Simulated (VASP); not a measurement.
# Al4NiPd3 in VASP: a series of runs

Runs on Al4NiPd3. Level: PBE. Tasks: single point.

All numbers are computed with VASP 6.6.1; they aren't measurements. Logs are shortened: lines on timing, memory, paths and dates and some standing lists are left out, and cuts for length are marked.

**1. The cell of the first run**

It takes space group Im-3m (No. 229, cubic). Conventional cell: a = 6.075 Å, b = 6.075 Å, c = 6.075 Å, α = 90.00°, β = 90.00°, γ = 90.00°. Al (site symmetry -3m) has 2 Ni at 2.63 Å and 6 Pd at 2.63 Å and 6 Al at 3.04 Å within 3.5 Å. Ni (site symmetry m-3m) has 8 Al at 2.63 Å and 6 Pd at 3.04 Å within 3.5 Å. Pd (site symmetry 4/mmm) has 8 Al at 2.63 Å and 2 Ni at 3.04 Å and 4 Pd at 3.04 Å within 3.5 Å.

**2. Single point, PBE**

File INCAR:

```
PREC = Accurate
ENCUT = 520
EDIFF = 1E-6
ISMEAR = 0
SIGMA = 0.1
LREAL = False
LASPH = True
NELM = 60
ALGO = Fast
ISIF = 2
LWAVE = False
LCHARG = True
GGA = PE
LELF = True
LVHAR = True
NBANDS = 36
```

File KPOINTS:

```
Automatic mesh
0
Gamma
  10 10 10
```

File POSCAR:

```
Al4NiPd3
1.0
   -3.0373203000      3.0373203000      3.0373203000
    3.0373203000     -3.0373203000      3.0373203000
    3.0373203000      3.0373203000     -3.0373203000
Al Ni Pd
4 1 3
Direct
    0.5000000000      0.5000000000      0.5000000000
    0.0000000000      0.5000000000      0.0000000000
    0.5000000000      0.0000000000      0.0000000000
    0.0000000000      0.0000000000      0.5000000000
    0.0000000000      0.0000000000      0.0000000000
    0.5000000000      0.0000000000      0.5000000000
    0.0000000000      0.5000000000      0.5000000000
    0.5000000000      0.5000000000      0.0000000000
```

Potentials or basis: VASP PAW PBE potentials, release 64 (Al, Ni, Pd).

On the command line:

```bash
$ cat potpaw_PBE.64/Al/POTCAR potpaw_PBE.64/Ni/POTCAR potpaw_PBE.64/Pd/POTCAR > POTCAR
$ mpirun -np 1 vasp_std > vasp.out
```

OUTCAR:

```text
PREC = Accurate
   ENCUT = 520
   EDIFF = 1E-6
   ISMEAR = 0
   LREAL = False
   LASPH = True
   NELM = 60
   ISIF = 2
   GGA = PE

 ion  position               nearest neighbor table
   1  0.500  0.500  0.500-   5 2.63   6 2.63   7 2.63   8 2.63   8 2.63   6 2.63   7 2.63   5 2.63
                             4 3.04   3 3.04   2 3.04   2 3.04   4 3.04   3 3.04
   2  0.000  0.500  0.000-   5 2.63   6 2.63   7 2.63   8 2.63   7 2.63   5 2.63   8 2.63   6 2.63
                             4 3.04   4 3.04   1 3.04   1 3.04   3 3.04   3 3.04
   3  0.500  0.000  0.000-   5 2.63   6 2.63   7 2.63   8 2.63   6 2.63   8 2.63   5 2.63   7 2.63
                             4 3.04   1 3.04   1 3.04   4 3.04   2 3.04   2 3.04
   4  0.000  0.000  0.500-   5 2.63   6 2.63   7 2.63   8 2.63   5 2.63   7 2.63   6 2.63   8 2.63
                             3 3.04   2 3.04   1 3.04   3 3.04   1 3.04   2 3.04
   5  0.000  0.000  0.000-   1 2.63   2 2.63   3 2.63   4 2.63   4 2.63   2 2.63   3 2.63   1 2.63
                             7 3.04   7 3.04   8 3.04   6 3.04   8 3.04   6 3.04
   6  0.500  0.000  0.500-   1 2.63   2 2.63   3 2.63   4 2.63   3 2.63   1 2.63   4 2.63   2 2.63
                             7 3.04   8 3.04   8 3.04   5 3.04   7 3.04   5 3.04
   7  0.000  0.500  0.500-   1 2.63   2 2.63   3 2.63   4 2.63   2 2.63   4 2.63   1 2.63   3 2.63
                             6 3.04   5 3.04   8 3.04   8 3.04   6 3.04   5 3.04
   8  0.500  0.500  0.000-   1 2.63   2 2.63   3 2.63   4 2.63   1 2.63   3 2.63   2 2.63   4 2.63
                             6 3.04   6 3.04   7 3.04   7 3.04   5 3.04   5 3.04

  LATTYP: Found a body centered cubic cell.
 ALAT       =     6.0746406000

  Lattice vectors:

 A1 = (  -3.0373203000,   3.0373203000,   3.0373203000)
 A2 = (   3.0373203000,  -3.0373203000,   3.0373203000)
 A3 = (   3.0373203000,   3.0373203000,  -3.0373203000)

Analysis of symmetry for initial positions (statically):
=====================================================================
 Subroutine PRICEL returns:
 Original cell was already a primitive cell.

 Routine SETGRP: Setting up the symmetry group for a
 body centered cubic supercell.

 Subroutine GETGRP returns: Found 48 space group operations
 (whereof 48 operations were pure point group operations)
 out of a pool of 48 trial point group operations.

The static configuration has the point symmetry O_h .

Analysis of symmetry for dynamics (positions and initial velocities):
=====================================================================
 Subroutine PRICEL returns:
 Original cell was already a primitive cell.

 Routine SETGRP: Setting up the symmetry group for a
 body centered cubic supercell.

 Subroutine GETGRP returns: Found 48 space group operations
 (whereof 48 operations were pure point group operations)
 out of a pool of 48 trial point group operations.

The dynamic configuration has the point symmetry O_h .

 Subroutine INISYM returns: Found 48 space group operations
 (whereof 48 operations are pure point group operations),
 and found     1 'primitive' translations

----------------------------------------------------------------------------------------

                                     Primitive cell

  volume of cell :     112.0809

  direct lattice vectors                    reciprocal lattice vectors
    -3.037320300  3.037320300  3.037320300     0.000000000  0.164618792  0.164618792
     3.037320300 -3.037320300  3.037320300     0.164618792  0.000000000  0.164618792
     3.037320300  3.037320300 -3.037320300     0.164618792  0.164618792  0.000000000

  length of vectors
     5.260793078  5.260793078  5.260793078     0.232806129  0.232806129  0.232806129

  position of ions in fractional coordinates (direct lattice)
     0.500000000  0.500000000  0.500000000
     0.000000000  0.500000000  0.000000000
     0.500000000  0.000000000  0.000000000
     0.000000000  0.000000000  0.500000000
     0.000000000  0.000000000  0.000000000
     0.500000000  0.000000000  0.500000000
     0.000000000  0.500000000  0.500000000
     0.500000000  0.500000000  0.000000000

  ion indices of the primitive-cell ions
   primitive index   ion index
                 1           1
                 2           2
                 3           3
                 4           4
                 5           5
                 6           6
                 7           7
                 8           8

----------------------------------------------------------------------------------------

 KPOINTS: Automatic mesh

Automatic generation of k-mesh.
 Grid dimensions read from file:
 generate k-points for:   10   10   10

 Generating k-lattice:

  Cartesian coordinates                     Fractional coordinates (reciprocal lattice)
     0.000000000  0.016461879  0.016461879     0.100000000  0.000000000  0.000000000
     0.016461879  0.000000000  0.016461879     0.000000000  0.100000000  0.000000000
     0.016461879  0.016461879  0.000000000     0.000000000  0.000000000  0.100000000

  Length of vectors
     0.023280613  0.023280613  0.023280613

  Shift w.r.t. Gamma in fractional coordinates (k-lattice)
     0.000000000  0.000000000  0.000000000

 Subroutine IBZKPT returns following result:
 ===========================================

 Found     47 irreducible k-points:

 Following reciprocal coordinates:
            Coordinates               Weight
  0.000000  0.000000  0.000000      1.000000
  0.100000  0.000000  0.000000     12.000000
  0.200000  0.000000  0.000000     12.000000
  0.300000  0.000000  0.000000     12.000000
  0.400000  0.000000  0.000000     12.000000
  0.500000  0.000000  0.000000      6.000000
[... 16 lines left out ...]
  0.300000  0.300000  0.100000      8.000000
 -0.300000  0.300000  0.100000     24.000000
 [... further k-points ...]
   k-points           NKPTS =     47   k-points in BZ     NKDIM =     47   number of bands    NBANDS=     36
   number of dos      NEDOS =    301   number of ions     NIONS =      8
   total plane-waves  NPLWV =  64000
   dimension x,y,z NGX =    40 NGY =   40 NGZ =   40
   dimension x,y,z NGXF=    80 NGYF=   80 NGZF=   80
   ions per type =               4   1   3
   NGX,Y,Z   is equivalent  to a cutoff of  12.64, 12.64, 12.64 a.u.
   NGXF,Y,Z  is equivalent  to a cutoff of  25.28, 25.28, 25.28 a.u.
 SYSTEM =  unknown system
   PREC   = accura    normal or accurate (medium, high low for compatibility)
   ISTART =      0    job   : 0-new  1-cont  2-samecut
   ICHARG =      2    charge: 1-file 2-atom 10-const
   ISPIN  =      1    spin polarized calculation?
   LNONCOLLINEAR =      F non collinear calculations
   LSORBIT =      F    spin-orbit coupling
   LASPH  =      T    aspherical Exc in radial PAW
   ENCUT  =  520.0 eV  38.22 Ry    6.18 a.u.   9.78  9.78  9.78*2*pi/ulx,y,z
   NELM   =     60;   NELMIN=  2; NELMDL= -5     # of ELM steps
   EDIFF  = 0.1E-05   stopping-criterion for ELM
   LREAL  =      F    real-space projection
   EDIFFG = 0.1E-04   stopping-criterion for IOM
   NSW    =      0    number of steps for IOM
   IBRION =     -1    ionic relax: 0-MD 1-quasi-New 2-CG
   NFREE  =      0    steps in history (QN), initial steepest desc. (CG)
   ISIF   =      2    stress and relaxation
   ISYM   =      2    0-nonsym 1-usesym 2-fastsym
   POTIM  = 0.5000    time-step for ionic-motion
   TEBEG  =    0.0;   TEEND  =   0.0 temperature during run
   PSTRESS=    0.0 pullay stress
   NELECT =      52.0000    total number of electrons
   NUPDOWN=      -1.0000    fix difference up-down
   EMIN   =  10.00;   EMAX   =-10.00  energy-range for DOS
   EFERMI =   0.00;   METHOD = LEGACY
   ISMEAR =     0;   SIGMA  =   0.10  broadening in eV -4-tet -1-fermi 0-gaus
   EFERMI_NEDOS =   21; number of points for ismear=-14 and -15
   IALGO  =     68    algorithm
   IMIX   =      4    mixing-type and parameters
     AMIX     =   0.40;   BMIX     =  1.00
     AMIX_MAG =   1.60;   BMIX_MAG =  1.00
  volume/ion in A,a.u.               =      14.01        94.54
  Fermi-wavevector in a.u.,A,eV,Ry     =   1.267356  2.394956 21.853565  1.606192
  Thomas-Fermi vector in A             =   2.400508
   LORBIT       =      0    0 simple, 1 ext, 2 COOP (PROOUT), +10 PAW based schemes
   GGA     = PE    functional components
   LHFCALC =     F    Hartree Fock is set to
   AEXX    =    0.0000 exact exchange contribution
   IVDW    =     0    specifies the selected vdW correction
   LEPSILON=     F    determine dielectric tensor
   LRPA    =     F    only Hartree local field effects (RPA)
 non-spin polarized calculation
 RMM-DIIS sequential band-by-band and
 Gauss-broadening in eV      SIGMA  =   0.10
  energy-cutoff  :      520.00
  volume of cell :      112.08
 maximum number of plane-waves:      3044
   NGX = 19   NGY = 19   NGZ = 19

 number of electron      52.0000002 magnetization

 Free energy of the ion-electron system (eV)
  ---------------------------------------------------
  ext. energy  EPLUGINS =         0.00000000
  ---------------------------------------------------
  free energy    TOTEN  =       -42.39695961 eV

  energy without entropy =      -42.38354418  energy(sigma->0) =      -42.39025189

 E-fermi :  10.1075     XC(G=0): -11.9391

 val. band max:       10.0959699809   @ k =   0.2000   0.1000   0.1000
 cond. band min:      10.1433739555   @ k =   0.5000   0.5000   0.2000
 fundamental gap:      0.0474039746
 Fermi energy:        10.1074682062

 k-point     1 :       0.0000    0.0000    0.0000
  band No.  band energies     occupation
      1      -0.4021      2.00000
      2       3.3755      2.00000
      3       3.3755      2.00000
      4       3.3755      2.00000
      5       5.0366      2.00000
      6       5.0366      2.00000
[... 28 lines left out ...]
     35      14.7535      0.00000
     36      14.7535      0.00000
[... 866 lines left out ...]
      6       4.8174      2.00000
[... 28 lines left out ...]
     35      15.4932      0.00000
     36      16.0315      0.00000

 [... further k-points ...]

------------------------ aborting loop because EDIFF is reached ----------------------------------------

  FORCE on cell =-STRESS in cart. coord.  units (eV):
  Direction    XX          YY          ZZ          XY          YZ          ZX
  --------------------------------------------------------------------------------------
  -------------------------------------------------------------------------------------
  Total        0.0038404      0.0038404      0.0038404      0.0000000      0.0000000      0.0000000
  in kB        0.0548977      0.0548977      0.0548977      0.0000000      0.0000000      0.0000000
  external PRESSURE =       0.0548977 kB  Pullay stress =       0.0000000 kB

 VOLUME and BASIS-vectors are now :
 -----------------------------------------------------------------------------
  energy-cutoff  :      520.00
  volume of cell :      112.08
      direct lattice vectors                 reciprocal lattice vectors
    -3.037320300  3.037320300  3.037320300     0.000000000  0.164618792  0.164618792
     3.037320300 -3.037320300  3.037320300     0.164618792  0.000000000  0.164618792
     3.037320300  3.037320300 -3.037320300     0.164618792  0.164618792  0.000000000

 POSITION                                       TOTAL-FORCE (eV/Angst)
 -----------------------------------------------------------------------------------
      1.51866      1.51866      1.51866        -0.000000      0.000000      0.000000
      1.51866     -1.51866      1.51866        -0.000000      0.000000     -0.000000
     -1.51866      1.51866      1.51866        -0.000000      0.000000     -0.000000
      1.51866      1.51866     -1.51866        -0.000000      0.000000      0.000000
      0.00000      0.00000      0.00000        -0.000000      0.000000      0.000000
      0.00000      3.03732      0.00000         0.000000     -0.000000      0.000000
      3.03732      0.00000      0.00000        -0.000000     -0.000000     -0.000000
      0.00000      0.00000      3.03732        -0.000000     -0.000000      0.000000
 -----------------------------------------------------------------------------------
    total drift:                               -0.000000     -0.000000      0.000000

  FREE ENERGIE OF THE ION-ELECTRON SYSTEM (eV)
  ---------------------------------------------------
  free  energy   TOTEN  =       -42.3969596070 eV

  energy  without entropy=      -42.3835441795  energy(sigma->0) =      -42.39025189
```

Wall time 3.7 min (1 thread of AMD EPYC 7R43 (Zen 3), shared host); peak memory 0.32 GiB.

What came out:

| Item | Value |
| --- | --- |
| Free energy | -42.3970 eV |
| Pressure | 0.0 GPa |
| Band gap on the k mesh | zero (bands 26 and 27 overlap by 2.95 eV) |

Levels at points of the mesh, in eV from the Fermi level:
| k point | band 24 | band 25 | band 26 | band 27 | band 28 | band 29 |
| --- | --- | --- | --- | --- | --- | --- |
| (0.00, 0.00, 0.00) | -1.74 | -1.74 | -1.22 | -1.22 | 1.72 | 2.03 |
| (0.50, 0.00, 0.00) | -1.15 | -0.80 | -0.61 | 0.99 | 1.15 | 2.31 |
| (0.50, 0.50, 0.50) | -1.07 | -0.71 | -0.71 | 1.60 | 2.32 | 2.32 |

**3. Single point, PBE**

File INCAR:

```
PREC = Accurate
ENCUT = 520
EDIFF = 1E-7
ISMEAR = 0
SIGMA = 0.2
LREAL = F
LASPH = T
NELM = 100
ALGO = Fast
ISIF = 2
LWAVE = F
LCHARG = F
GGA = PE
NBANDS = 36
```

File KPOINTS:

```
regular mesh
0
Gamma
  6 6 6
```

File POSCAR:

```
Al4NiPd3
1.0
   -3.0355513693      3.0356639082      3.0358871867
    3.0354132697     -3.0357737682      3.0358573882
    3.0354079535      3.0356300484     -3.0360028725
Al Ni Pd
4 1 3
Direct
    0.4999650468      0.4999675977      0.4999561077
   -0.0000010493      0.4999633748      0.9999976505
    0.4999527028      0.0000045596     -0.0000070900
    1.0000026238      1.0000033091      0.5000076381
    0.0000454633      0.0000204189      0.0000332190
    0.5000009379     -0.0000047443      0.5000080280
   -0.0000140460      0.4999949626      0.5000029647
    0.5000483207      0.5000505217      0.0000014820
```

Potentials or basis: VASP PAW PBE potentials, release 64 (Al, Ni, Pd).

On the command line:

```bash
$ cat potpaw_PBE.64/Al/POTCAR potpaw_PBE.64/Ni/POTCAR potpaw_PBE.64/Pd/POTCAR > POTCAR
$ mpirun -np 1 vasp_std > vasp.out
```

OUTCAR:

```text
PREC = Accurate
   ENCUT = 520
   EDIFF = 1E-7
   ISMEAR = 0
   LREAL = F
   LASPH = T
   NELM = 100
   ISIF = 2
   GGA = PE

 ion  position               nearest neighbor table
   1  0.500  0.500  0.500-   5 2.63   8 2.63   6 2.63   7 2.63   6 2.63   7 2.63   8 2.63   5 2.63
                             3 3.04   2 3.04   3 3.04   4 3.04   2 3.04   4 3.04
   2  1.000  0.500  1.000-   6 2.63   5 2.63   8 2.63   6 2.63   7 2.63   7 2.63   8 2.63   5 2.63
                             4 3.04   1 3.04   4 3.04   3 3.04   3 3.04   1 3.04
   3  0.500  0.000  1.000-   5 2.63   7 2.63   7 2.63   8 2.63   6 2.63   6 2.63   8 2.63   5 2.63
                             1 3.04   4 3.04   1 3.04   4 3.04   2 3.04   2 3.04
   4  0.000  0.000  0.500-   8 2.63   5 2.63   7 2.63   8 2.63   7 2.63   6 2.63   6 2.63   5 2.63
[... 1164 lines left out ...]
  external PRESSURE =       1.5396471 kB  Pullay stress =       0.0000000 kB

 VOLUME and BASIS-vectors are now :
 -----------------------------------------------------------------------------
  energy-cutoff  :      520.00
  volume of cell :      111.90
      direct lattice vectors                 reciprocal lattice vectors
    -3.035551369  3.035663908  3.035887187     0.000007846  0.164712673  0.164700291
     3.035413270 -3.035773768  3.035857388     0.164726307  0.000007029  0.164701057
     3.035407954  3.035630048 -3.036002873     0.164726260  0.164713426  0.000006727

 POSITION                                       TOTAL-FORCE (eV/Angst)
 -----------------------------------------------------------------------------------
      1.51751      1.51762      1.51780         0.000551      0.000494      0.000423
      1.51745      4.55351      1.51771         0.000250     -0.000029      0.000543
      1.51777      4.55328     -1.51817        -0.000400      0.000663      0.000581
      1.51773      1.51784     -1.51801         0.000187      0.000188      0.000193
      0.00002      0.00018      0.00010        -0.000186     -0.000900     -0.000864
      3.03535     -0.00009      3.03576        -0.000152     -0.000083     -0.000163
     -0.00010      3.03557      3.03575        -0.000129     -0.000020     -0.000001
     -0.00006     -0.00006      3.03617        -0.000123     -0.000312     -0.000712
 -----------------------------------------------------------------------------------
    total drift:                               -0.000003     -0.000002     -0.000001

  FREE ENERGIE OF THE ION-ELECTRON SYSTEM (eV)
  ---------------------------------------------------
  free  energy   TOTEN  =       -42.4428480597 eV

  energy  without entropy=      -42.4038251381  energy(sigma->0) =      -42.42333660
```

It took 10 min on 1 thread of AMD EPYC 7R43 (Zen 3), shared host; peak memory 0.5 GiB.

What came out:

```yaml
Free_energy: -42.4428 eV
Pressure: 0.2 GPa
Band_gap_on_the_k_mesh: zero (bands 26 and 27 overlap by 2.48 eV)
```
